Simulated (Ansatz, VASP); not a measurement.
One calculation of V, two programs

```
V
1.0
     2.45712   -2.45705    0.00000
     2.45712    2.45705    0.00000
     0.00000    0.00000    6.31241
V
5
Direct
  0.50000 0.00000 0.30588
  0.00000 0.50000 0.69412
  0.00000 0.50000 0.30588
  0.50000 0.00000 0.69412
  0.00000 0.00000 0.00000
```

Alike in both runs: functional PBE; k mesh 4 × 4 × 4; occupations gaussian, width 0.1 eV; no spin polarisation.

Ansatz relaxed the structure, and its values are those at the end. VASP's run is a single point on that final structure, the one shown.

```csv
,VASP,Ansatz
version,VASP 6.6.1,Ansatz 0.2.0
potentials or method,"VASP PAW PBE potentials, release 64 (V_sv), cutoff 520 eV","scalar-relativistic, plane waves, PAW"
valence electrons in the cell,65,65
```

|  | VASP | Ansatz | Ansatz less VASP |
| --- | --- | --- | --- |
| gap on the k mesh at the Fermi level (eV) | none | none | - |
| pressure (GPa) | 0.3 | 0.1 | -0.24 |
| rms of the force components (eV/Å) | 0.005 | 0.002 | -0.0031 |

A gap of «none» marks a metal or a gap that the smearing closes. With one functional, cell and mesh, what is left measures potentials, basis and numerics.

The k mesh is coarse, so the values compare programs but aren't converged.
